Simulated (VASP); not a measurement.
# MgB2 (P6/mmm) in VASP: further runs

Aim: see how the results for MgB2 move with the level of theory and the settings. Levels: r2SCAN+D3(BJ), r2SCAN, PBE+D3(BJ), PBE+D4, PBE. Tasks: single point.

Program: VASP 6.6.1. These are calculated values, not measurements. Logs are shortened: lines on timing, memory, paths and dates and some standing lists are left out, and cuts for length are marked.

### 1 The cell of the first run

It takes space group P6/mmm (No. 191, hexagonal). The conventional cell has a = 3.061 Å, b = 3.061 Å, c = 3.472 Å, α = 90.00°, β = 90.00°, γ = 120.00°. Mg (site symmetry 6/mmm) has 12 B at 2.48 Å and 6 Mg at 3.06 Å within 3.3 Å. Within 2.3 Å of B (site symmetry -6m2) lie 3 B at 1.77 Å.

### 2 Single point, r2SCAN+D3(BJ)

The input, POSCAR:

```
MgB2
1.0
    3.0610865115      0.0000000000      0.0000000000
   -1.5305432557      2.6509786821      0.0000000000
    0.0000000000      0.0000000000      3.4721083383
Mg B
1 2
Direct
    0.0000000000      0.0000000000      0.0000000000
    0.6666666667      0.3333333333      0.5000000000
    0.3333333333      0.6666666667      0.5000000000
```

The input, INCAR.step1:

```
PREC     = Accurate       # precision mode
ENCUT    = 660            # plane-wave cutoff, eV
ISMEAR   = -1             # smearing method
SIGMA    = 0.05           # smearing width, eV
LREAL    = F              # projectors in reciprocal space
LASPH    = T              # aspherical terms in the spheres
NELM     = 120            # most SCF steps
NBANDS   = 15             # bands
GGA      = PE             # functional
ALGO     = Normal         # electronic algorithm
EDIFF    = 1E-5           # SCF threshold, eV
LWAVE    = T              # write WAVECAR
LCHARG   = F              # write CHGCAR
GGA_COMPAT= F
```

The input, INCAR.step2:

```
PREC     = Accurate       # precision mode
ENCUT    = 660            # plane-wave cutoff, eV
EDIFF    = 1E-6           # SCF threshold, eV
ISMEAR   = -1             # smearing method
SIGMA    = 0.05           # smearing width, eV
LREAL    = F              # projectors in reciprocal space
LASPH    = T              # aspherical terms in the spheres
NELM     = 120            # most SCF steps
ALGO     = Normal         # electronic algorithm
ISIF     = 2              # what is computed and relaxed
LWAVE    = F              # write WAVECAR
LCHARG   = F              # write CHGCAR
METAGGA  = R2SCAN         # meta-GGA
LMIXTAU  = T            
IVDW     = 12             # dispersion correction
VDW_S6   = 1.0          
VDW_S8   = 0.78981345   
VDW_A1   = 0.49484001   
VDW_A2   = 5.73083694   
NBANDS   = 15             # bands
ISTART   = 1            
GGA_COMPAT= F
```

The input, KPOINTS:

```
regular mesh
0
Gamma
  10 10 8
```

Potentials or basis: VASP PAW PBE potentials, release 64 (Mg_sv, B).

Launch:

```console
$ cat potpaw_PBE.64/Mg_sv/POTCAR potpaw_PBE.64/B/POTCAR > POTCAR
$ cp INCAR.step1 INCAR
$ mpirun -np 1 vasp_std > vasp.out
$ cp INCAR.step2 INCAR
$ mpirun -np 1 vasp_std > vasp.out
```

OUTCAR:

```text
PREC = Accurate
   ENCUT = 660
   EDIFF = 1E-6
   ISMEAR = -1
   LREAL = F
   LASPH = T
   NELM = 120
   ISIF = 2
   METAGGA = R2SCAN
   IVDW = 12
   ISTART = 1
 IVDW          = 12

 ion  position               nearest neighbor table
   1  0.000  0.000  0.000-
   2  0.667  0.333  0.500-   3 1.77   3 1.77   3 1.77
   3  0.333  0.667  0.500-   2 1.77   2 1.77   2 1.77

  LATTYP: Found a hexagonal cell.
 ALAT       =     3.0610865115
 C/A-ratio  =     1.1342731822

  Lattice vectors:

 A1 = (   3.0610865115,   0.0000000000,   0.0000000000)
 A2 = (  -1.5305432557,   2.6509786821,   0.0000000000)
 A3 = (   0.0000000000,   0.0000000000,   3.4721083383)

Analysis of symmetry for initial positions (statically):
=====================================================================
 Subroutine PRICEL returns:
 Original cell was already a primitive cell.

 Routine SETGRP: Setting up the symmetry group for a
 hexagonal supercell.

 Subroutine GETGRP returns: Found 24 space group operations
 (whereof 24 operations were pure point group operations)
 out of a pool of 24 trial point group operations.

The static configuration has the point symmetry D_6h.

Analysis of symmetry for dynamics (positions and initial velocities):
=====================================================================
 Subroutine PRICEL returns:
 Original cell was already a primitive cell.

 Routine SETGRP: Setting up the symmetry group for a
 hexagonal supercell.

 Subroutine GETGRP returns: Found 24 space group operations
 (whereof 24 operations were pure point group operations)
 out of a pool of 24 trial point group operations.

The dynamic configuration has the point symmetry D_6h.

 Subroutine INISYM returns: Found 24 space group operations
 (whereof 24 operations are pure point group operations),
 and found     1 'primitive' translations

----------------------------------------------------------------------------------------

                                     Primitive cell

  volume of cell :      28.1757

  direct lattice vectors                    reciprocal lattice vectors
     3.061086512  0.000000000  0.000000000     0.326681391  0.188609589  0.000000000
    -1.530543256  2.650978682  0.000000000     0.000000000  0.377219178  0.000000000
     0.000000000  0.000000000  3.472108338     0.000000000  0.000000000  0.288009446

  length of vectors
     3.061086512  3.061086511  3.472108338     0.377219178  0.377219178  0.288009446

  position of ions in fractional coordinates (direct lattice)
     0.000000000  0.000000000  0.000000000
     0.666666667  0.333333333  0.500000000
     0.333333333  0.666666667  0.500000000

  ion indices of the primitive-cell ions
   primitive index   ion index
                 1           1
                 2           2
                 3           3

----------------------------------------------------------------------------------------

 KPOINTS: regular mesh

Automatic generation of k-mesh.
 Grid dimensions read from file:
 generate k-points for:   10   10    8

 Generating k-lattice:

  Cartesian coordinates                     Fractional coordinates (reciprocal lattice)
     0.032668139  0.018860959  0.000000000     0.100000000  0.000000000  0.000000000
     0.000000000  0.037721918  0.000000000     0.000000000  0.100000000  0.000000000
     0.000000000  0.000000000  0.036001181     0.000000000  0.000000000  0.125000000

  Length of vectors
     0.037721918  0.037721918  0.036001181

  Shift w.r.t. Gamma in fractional coordinates (k-lattice)
     0.000000000  0.000000000  0.000000000

 Subroutine IBZKPT returns following result:
 ===========================================

 Found     70 irreducible k-points:

 Following reciprocal coordinates:
            Coordinates               Weight
  0.000000  0.000000  0.000000      1.000000
  0.100000 -0.000000  0.000000      6.000000
  0.200000 -0.000000  0.000000      6.000000
  0.300000  0.000000  0.000000      6.000000
  0.400000  0.000000  0.000000      6.000000
  0.500000  0.000000  0.000000      3.000000
[... 16 lines left out ...]
  0.300000  0.100000  0.125000     24.000000
  0.400000  0.100000  0.125000     24.000000
 [... further k-points ...]
   k-points           NKPTS =     70   k-points in BZ     NKDIM =     70   number of bands    NBANDS=     15
   number of dos      NEDOS =    301   number of ions     NIONS =      3
   total plane-waves  NPLWV =  23520
   dimension x,y,z NGX =    28 NGY =   28 NGZ =   30
   dimension x,y,z NGXF=    56 NGYF=   56 NGZF=   60
   ions per type =               1   2
   NGX,Y,Z   is equivalent  to a cutoff of  15.21, 15.21, 14.36 a.u.
   NGXF,Y,Z  is equivalent  to a cutoff of  30.41, 30.41, 28.73 a.u.
 SYSTEM =  unknown system
   PREC   = accura    normal or accurate (medium, high low for compatibility)
   ISTART =      1    job   : 0-new  1-cont  2-samecut
   ICHARG =      0    charge: 1-file 2-atom 10-const
   ISPIN  =      1    spin polarized calculation?
   LNONCOLLINEAR =      F non collinear calculations
   LSORBIT =      F    spin-orbit coupling
   LASPH  =      T    aspherical Exc in radial PAW
   ENCUT  =  660.0 eV  48.51 Ry    6.96 a.u.   6.41  6.41  7.27*2*pi/ulx,y,z
   NELM   =    120;   NELMIN=  2; NELMDL=  0     # of ELM steps
   EDIFF  = 0.1E-05   stopping-criterion for ELM
   LREAL  =      F    real-space projection
   EDIFFG = 0.1E-04   stopping-criterion for IOM
   NSW    =      0    number of steps for IOM
   IBRION =     -1    ionic relax: 0-MD 1-quasi-New 2-CG
   NFREE  =      0    steps in history (QN), initial steepest desc. (CG)
   ISIF   =      2    stress and relaxation
   ISYM   =      2    0-nonsym 1-usesym 2-fastsym
   POTIM  = 0.5000    time-step for ionic-motion
   TEBEG  =    0.0;   TEEND  =   0.0 temperature during run
   PSTRESS=    0.0 pullay stress
   NELECT =      16.0000    total number of electrons
   NUPDOWN=      -1.0000    fix difference up-down
   EMIN   =  10.00;   EMAX   =-10.00  energy-range for DOS
   EFERMI =   0.00;   METHOD = LEGACY
   ISMEAR =    -1;   SIGMA  =   0.05  broadening in eV -4-tet -1-fermi 0-gaus
   EFERMI_NEDOS =   21; number of points for ismear=-14 and -15
   IALGO  =     38    algorithm
   IMIX   =      4    mixing-type and parameters
     AMIX     =   0.40;   BMIX     =  1.00
     AMIX_MAG =   1.60;   BMIX_MAG =  1.00
  volume/ion in A,a.u.               =       9.39        63.38
  Fermi-wavevector in a.u.,A,eV,Ry     =   1.355678  2.561859 25.005631  1.837862
  Thomas-Fermi vector in A             =   2.482745
   LORBIT       =      0    0 simple, 1 ext, 2 COOP (PROOUT), +10 PAW based schemes
   METAGGA = R2SCAN    functional components
   LHFCALC =     F    Hartree Fock is set to
   AEXX    =    0.0000 exact exchange contribution
   IVDW    =    12    specifies the selected vdW correction
   LEPSILON=     F    determine dielectric tensor
   LRPA    =     F    only Hartree local field effects (RPA)
 non-spin polarized calculation
  energy-cutoff  :      660.00
  volume of cell :       28.18
 maximum number of plane-waves:      1107
 NGX is ok and might be reduce to    28
   NGX = 13   NGY = 13   NGZ = 15

 number of electron      15.9999995 magnetization

 Free energy of the ion-electron system (eV)
  ---------------------------------------------------
  ext. energy  EPLUGINS =         0.00000000
  ---------------------------------------------------
  free energy    TOTEN  =       -19.43105080 eV

  energy without entropy =      -19.42554217  energy(sigma->0) =      -19.42829648

 E-fermi :   5.3639     XC(G=0): -11.9514

 val. band max:        5.3181534513   @ k =   0.4000   0.2000   0.1250
 cond. band min:       5.3964427045   @ k =   0.3000   0.2000   0.0000
 fundamental gap:      0.0782892531
 Fermi energy:         5.3639267228

 k-point     1 :       0.0000    0.0000    0.0000
  band No.  band energies     occupation
      1     -72.8603      2.00000
      2     -37.9742      2.00000
      3     -37.9742      2.00000
      4     -37.9595      2.00000
      5      -8.0752      2.00000
      6       2.2084      2.00000
      7       5.6887      0.00302
      8       5.6887      0.00302
      9       7.4935      0.00000
     10      12.0032      0.00000
     11      12.0032      0.00000
     12      14.0038      0.00000
     13      16.3434      0.00000
     14      19.4500      0.00000
     15      22.9085      0.00000

 k-point     2 :       0.1000   -0.0000    0.0000
  band No.  band energies     occupation
      1     -72.8599      2.00000
      2     -37.9781      2.00000
      3     -37.9751      2.00000
      4     -37.9586      2.00000
      5      -7.8889      2.00000
      6       2.3888      2.00000
      7       4.7529      1.99999
      8       5.2574      1.78783
      9       7.6463      0.00000
     10      11.9373      0.00000
     11      12.8175      0.00000
     12      14.4486      0.00000
     13      15.6314      0.00000
     14      20.2987      0.00000
     15      22.1340      0.00000

 k-point     3 :       0.2000   -0.0000    0.0000
  band No.  band energies     occupation
      1     -72.8590      2.00000
      2     -37.9889      2.00000
      3     -37.9777      2.00000
      4     -37.9568      2.00000
      5      -7.3337      2.00000
      6       2.7401      2.00000
      7       2.9240      2.00000
      8       4.4027      2.00000
      9       8.1136      0.00000
     10      11.4666      0.00000
     11      13.8603      0.00000
     12      14.7992      0.00000
     13      15.3586      0.00000
     14      21.0319      0.00000
     15      21.3260      0.00000
[... 343 lines left out ...]
 k-point    23 :       0.3000    0.1000    0.1250
  band No.  band energies     occupation
      1     -72.8572      2.00000
      2     -38.0077      2.00000
      3     -37.9843      2.00000
      4     -37.9548      2.00000
      5      -5.5768      2.00000
      6      -0.3834      2.00000
      7       2.6036      2.00000
      8       3.5266      2.00000
      9       9.3657      0.00000
     10      10.7380      0.00000
     11      12.1082      0.00000
     12      15.4826      0.00000
     13      16.8905      0.00000
     14      18.3617      0.00000
     15      20.9897      0.00000

 k-point    24 :       0.4000    0.1000    0.1250
  band No.  band energies     occupation
      1     -72.8566      2.00000
      2     -38.0145      2.00000
      3     -37.9865      2.00000
      4     -37.9536      2.00000
      5      -4.2223      2.00000
      6      -2.2931      2.00000
      7       2.2459      2.00000
      8       4.6241      2.00000
      9       7.7785      0.00000
     10      10.9547      0.00000
     11      12.4662      0.00000
     12      14.7454      0.00000
     13      16.4866      0.00000
     14      20.1419      0.00000
     15      20.9157      0.00000

 [... further k-points ...]

------------------------ aborting loop because EDIFF is reached ----------------------------------------

 Edisp (eV)   -0.41202

 E8    (eV) :    -0.1222

  FORCE on cell =-STRESS in cart. coord.  units (eV):
  Direction    XX          YY          ZZ          XY          YZ          ZX
  --------------------------------------------------------------------------------------
  -------------------------------------------------------------------------------------
  Total      -0.01374    -0.01374     0.03427    -0.00000     0.00000     0.00000
  in kB      -0.78135    -0.78135     1.94872    -0.00000     0.00000     0.00000
  external pressure =        0.13 kB  Pullay stress =        0.00 kB

 VOLUME and BASIS-vectors are now :
 -----------------------------------------------------------------------------
  energy-cutoff  :      660.00
  volume of cell :       28.18
      direct lattice vectors                 reciprocal lattice vectors
     3.061086512  0.000000000  0.000000000     0.326681391  0.188609589  0.000000000
    -1.530543256  2.650978682  0.000000000     0.000000000  0.377219178  0.000000000
     0.000000000  0.000000000  3.472108338     0.000000000  0.000000000  0.288009446

 POSITION                                       TOTAL-FORCE (eV/Angst)
 -----------------------------------------------------------------------------------
      0.00000      0.00000      0.00000         0.000000      0.000000     -0.000000
      1.53054      0.88366      1.73605        -0.000000     -0.000000      0.000000
     -0.00000      1.76732      1.73605         0.000000      0.000000     -0.000000
 -----------------------------------------------------------------------------------
    total drift:                               -0.000000      0.000000      0.000000

  FREE ENERGIE OF THE ION-ELECTRON SYSTEM (eV)
  ---------------------------------------------------
  free  energy   TOTEN  =       -19.8430665667 eV

  energy  without entropy=      -19.8375579303  energy(sigma->0) =      -19.84031225
```

Run time: 1.8 min. Hardware: 1 thread of Intel Xeon Platinum 8488C (Sapphire Rapids), shared host; peak memory 0.2 GiB.

Results:

```
Free energy                : -19.8431 eV
Pressure                   : 0.0 GPa
Band gap on the k mesh     : zero (band 8 reaches 6.54 eV, above the bottom of band 9 at 3.89 eV)
Dispersion energy per atom : -0.137 eV
```

Caveat: the PAW data sets were made with another functional, which shifts forces and pressure a little; pairwise dispersion overbinds metals, which lowers pressure and volume.

### 3 Single point, r2SCAN

This run uses another cell than the first one, of 9.29 Å³/atom, 0.989 times its volume.

The input, POSCAR:

```
MgB2
1.0
    3.0433056997      0.0000000000      0.0000000000
   -1.5216528499      2.6355800475      0.0000000000
    0.0000000000      0.0000000000      3.4753860551
Mg B
1 2
Direct
    0.0000000000      0.0000000000      0.0000000000
    0.6666666667      0.3333333333      0.5000000000
    0.3333333333      0.6666666667      0.5000000000
```

The input, INCAR.step1:

```
SYSTEM = MgB2
PREC = Accurate
ENCUT = 660
ISMEAR = -1
SIGMA = 0.05
LREAL = .FALSE.
LASPH = .TRUE.
NELM = 120
NBANDS = 15
GGA = PE
ALGO = Normal
EDIFF = 1E-5
LWAVE = .TRUE.
LCHARG = .FALSE.
GGA_COMPAT = .FALSE.
```

The input, INCAR.step2:

```
SYSTEM = MgB2
PREC = Accurate
ENCUT = 660
EDIFF = 1E-6
ISMEAR = -1
SIGMA = 0.05
LREAL = .FALSE.
LASPH = .TRUE.
NELM = 120
ALGO = Normal
ISIF = 2
LWAVE = .FALSE.
LCHARG = .FALSE.
METAGGA = R2SCAN
LMIXTAU = .TRUE.
NBANDS = 15
ISTART = 1
GGA_COMPAT = .FALSE.
```

The input, KPOINTS:

```
regular mesh
0
G
  10 10 8
  0 0 0
```

Potentials or basis: VASP PAW PBE potentials, release 64 (Mg_sv, B).

Launch:

```console
$ cat potpaw_PBE.64/Mg_sv/POTCAR potpaw_PBE.64/B/POTCAR > POTCAR
$ cp INCAR.step1 INCAR
$ mpirun -np 1 vasp_std > vasp.out
$ cp INCAR.step2 INCAR
$ mpirun -np 1 vasp_std > vasp.out
```

It took 92 s on 1 thread of AMD EPYC 9R45 (Zen 5), shared host; peak memory 0.16 GiB.

Results (log left out):

```yaml
Free_energy: -19.4228 eV
Pressure: 4.5 GPa
Band_gap_on_the_k_mesh: zero (band 8 reaches 6.58 eV, above the bottom of band 9 at 3.97 eV)
```

Stress tensor (GPa, compression positive):
```
5.23 0.00 0.00
0.00 5.23 0.00
0.00 0.00 3.18
```

Levels at points of the mesh, in eV from the Fermi level:
| k point | band 5 | band 6 | band 7 | band 8 | band 9 | band 10 | band 11 | band 12 |
| --- | --- | --- | --- | --- | --- | --- | --- | --- |
| (0.00, 0.00, 0.00) | -13.51 | -3.25 | 0.38 | 0.38 | 2.05 | 6.77 | 6.77 | 8.88 |
| (0.50, 0.00, 0.00) | -9.34 | -8.49 | -2.41 | 0.14 | 3.35 | 4.19 | 5.95 | 8.29 |
| (0.00, 0.00, 0.50) | -12.16 | -7.97 | 0.79 | 0.79 | 7.06 | 7.06 | 8.78 | 10.96 |
| (0.50, 0.00, 0.50) | -8.31 | -7.54 | -3.89 | -2.11 | -1.29 | 6.27 | 9.77 | 10.08 |

Caveat: the PAW data sets were made with another functional, which shifts forces and pressure a little.

### 4 Single point, PBE+D3(BJ)

This run uses another cell than the first one, of 9.30 Å³/atom, 0.990 times its volume.

The input, INCAR:

```
SYSTEM = MgB2
  PREC = Accurate
  ENCUT = 520
  EDIFF = 1E-6
  ISMEAR = -1
  SIGMA = 0.05
  LREAL = .False.
  LASPH = .True.
  NELM = 80
  ALGO = Normal
  ISIF = 2
  LWAVE = .False.
  LCHARG = .False.
  GGA = PE
  IVDW = 12
  NBANDS = 11
```

The input, KPOINTS:

```
regular mesh
0
Gamma
  10 10 8
  0 0 0
```

The input, POSCAR:

```
MgB2
1.0
    3.0536962073      0.0000000000      0.0000000000
   -1.5268481037      2.6445784910      0.0000000000
    0.0000000000      0.0000000000      3.4530695598
Mg B
1 2
Direct
    0.0000000000      0.0000000000      0.0000000000
    0.6666666667      0.3333333333      0.5000000000
    0.3333333333      0.6666666667      0.5000000000
```

Potentials or basis: VASP PAW PBE potentials, release 64 (Mg, B).

Launch:

```console
$ cat potpaw_PBE.64/Mg/POTCAR potpaw_PBE.64/B/POTCAR > POTCAR
$ mpirun -np 1 vasp_std > vasp.out
```

It took 28 s on 1 thread of Intel Xeon 8259CL, shared host; peak memory 0.17 GiB.

The run converged. Its results:

- Free energy: -16.1930 eV
- Pressure: -0.3 GPa
- Band gap on the k mesh: zero (band 4 reaches 6.75 eV, above the bottom of band 5 at 4.14 eV)
- Dispersion energy per atom: -0.294 eV

Stress tensor (GPa, compression positive):
```
-0.22  0.00  0.00
 0.00 -0.22  0.00
 0.00  0.00 -0.41
```

Levels at points of the mesh, in eV from the Fermi level:
```tsv
k point	band 2	band 3	band 4	band 5	band 6	band 7
(0.00, 0.00, 0.00)	-2.96	0.30	0.30	1.86	6.33	6.33
(0.50, 0.00, 0.00)	-8.05	-2.30	0.21	3.18	3.85	5.60
(0.00, 0.00, 0.50)	-7.64	0.71	0.71	6.66	6.66	8.02
(0.50, 0.00, 0.50)	-7.08	-3.73	-1.99	-1.38	5.85	9.03
```

Caveat: pairwise dispersion overbinds metals, which lowers pressure and volume.

[end of part 1 of 2]
